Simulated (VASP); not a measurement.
TiS2:

```
CELL_PARAMETERS angstrom
3.41200 0.00000 0.00000
-1.70600 2.95488 0.00000
0.00000 0.00000 5.69500
ATOMIC_POSITIONS crystal
Ti 0.00000 0.00000 0.00000
S 0.33333 0.66667 0.25000
S 0.66667 0.33333 0.75000
```

Base run:

- Program: VASP 6.6.1
- Functional: PBE
- Potentials or basis: VASP PAW PBE potentials, release 64 (Ti_sv, S)
- Cutoff: 500 eV
- k mesh: 6 × 6 × 4
- Occupations: gaussian, width 0.1 eV
- Spin: no spin polarisation
- Hubbard terms: Ti d U = 4.0 eV

Its results: band gap on the k mesh 0.29 eV, indirect (least direct gap 0.88 eV); pressure 4.4 GPa; largest force 0.097 eV/Å.

Q: The run is repeated on the same cell with these changes: hubbard terms from Ti d U = 4.0 eV to none. What comes out?

A: Band gap on the k mesh zero (band 12 reaches 5.50 eV, above the bottom of band 13 at 5.37 eV); pressure 0.4 GPa; largest force 0.121 eV/Å.

The U term pushes filled and empty states of the shell apart.

A k mesh can miss the band edges.
